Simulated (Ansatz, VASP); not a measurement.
Two plane-wave programs on Mg2GeN3

```xyz
12
Lattice="5.1095 -2.9544 0.0000 5.1095 2.9544 0.0000 0.0000 0.0000 4.9930" Properties=species:S:1:pos:R:3 pbc="T T T"
Mg    3.4206    0.9842   -0.0971
Mg    6.7985   -0.9842    2.3993
Mg    3.4206   -0.9842    2.3993
Mg    6.7985    0.9842   -0.0971
Ge    5.1095   -1.9941    4.9757
Ge    5.1095    1.9941    2.4792
N     6.6722   -1.0723    4.5634
N     3.5468   -1.0723    4.5634
N     5.1095   -2.1341    1.8745
N     6.6722    1.0723    2.0669
N     3.5468    1.0723    2.0669
N     5.1095    2.1341    4.3710
```

Alike in both runs: functional PBE; k mesh 3 × 3 × 3; occupations gaussian, width 0.2 eV; no spin polarisation.

Ansatz relaxed the structure, and its values are those at the end. VASP's run is a single point on that final structure, the one shown.

|  | VASP | Ansatz |
| --- | --- | --- |
| version | VASP 6.6.1 | Ansatz 0.2.0 |
| potentials or method | VASP PAW PBE potentials, release 64 (Mg, Ge_d, N), cutoff 520 eV | scalar-relativistic, plane waves, PAW |
| valence electrons in the cell | 66 | 98 |

```tsv
	VASP	Ansatz	Ansatz less VASP
gap on the k mesh at the Fermi level (eV)	none	none	-
pressure (GPa)	-0.6	-0.2	+0.39
rms of the force components (eV/Å)	0.010	0.009	-0.0018
```

A gap of «none» marks a metal or a gap that the smearing closes. With one functional, cell and mesh, what is left measures potentials, basis and numerics. VASP's potentials hold 66 valence electrons a cell and Ansatz's 98, so a difference there can come from the potentials and not from the codes.

The k mesh is coarse, so the values compare programs but aren't converged.
